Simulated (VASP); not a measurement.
Input of a VASP 6.6.1 run:

File INCAR:

```
PREC = Accurate
ENCUT = 520
EDIFF = 1E-6
ISMEAR = -1
SIGMA = 0.05
LREAL = False
LASPH = True
NELM = 80
ALGO = Normal
ISIF = 2
LWAVE = False
LCHARG = True
GGA = PE
LELF = True
LVHAR = True
NBANDS = 32
```

The input KPOINTS:

```
regular mesh
0
Gamma
  6 6 6
```

Contents of POSCAR:

```
Sn3Te
1.0
    4.9296506847      0.0000000000      0.0000000000
    0.0000000000      4.9296506847      0.0000000000
    0.0000000000      0.0000000000      4.9296506847
Te Sn
1 3
Direct
    0.0000000000      0.0000000000      0.0000000000
    0.0000000000      0.5000000000      0.5000000000
    0.5000000000      0.0000000000      0.5000000000
    0.5000000000      0.5000000000      0.0000000000
```

Potentials or basis: VASP PAW PBE potentials, release 64 (Te, Sn_d).

Launch:

```bash
$ cat potpaw_PBE.64/Te/POTCAR potpaw_PBE.64/Sn_d/POTCAR > POTCAR
$ mpirun -np 1 vasp_std > vasp.out
```

Problem. Predict the band gap on the k mesh.

Solution. Zero (band 24 reaches 9.86 eV, above the bottom of band 25 at 6.92 eV).

Problem. What does it give for the pressure?

Solution. -1.3 GPa.

Caveat: spin-orbit coupling is left out, which moves the levels of the heavy elements.
